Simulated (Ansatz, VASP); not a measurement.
Cu in VASP and in Ansatz

```
CELL_PARAMETERS angstrom
2.62077 0.00000 0.00000
-1.31039 2.26965 0.00000
0.00000 0.00000 4.11147
ATOMIC_POSITIONS crystal
Cu 0.33333 0.66667 0.25000
Cu 0.66667 0.33333 0.75000
```

Alike in both runs: task single point; functional PBEsol; k mesh 24 × 24 × 12; occupations gaussian, width 0.15 eV; no spin polarisation.

```csv
,VASP,Ansatz
version,VASP 6.6.1,Ansatz 0.2.0
potentials or method,"VASP PAW PBE potentials, release 64 (Cu), cutoff 520 eV","scalar-relativistic, plane waves, PAW"
valence electrons in the cell,22,38
```

Ansatz gave:

```
gap on the k mesh at the Fermi level (eV)                     : none
pressure (GPa)                                                : -10.3
traceless stress, the component that is largest in VASP (GPa) : 4.22
```

**Question.** Which values does VASP return?

**Answer.** gap on the k mesh at the Fermi level (eV): none; pressure (GPa): -9.9; traceless stress, the component that is largest in VASP (GPa): 4.22.

VASP's potentials were made for PBE, not for PBEsol. A gap of «none» marks a metal or a gap that the smearing closes. With one functional, cell and mesh, what is left measures potentials, basis and numerics. VASP's potentials hold 22 valence electrons a cell and Ansatz's 38, so a difference there can come from the potentials and not from the codes.
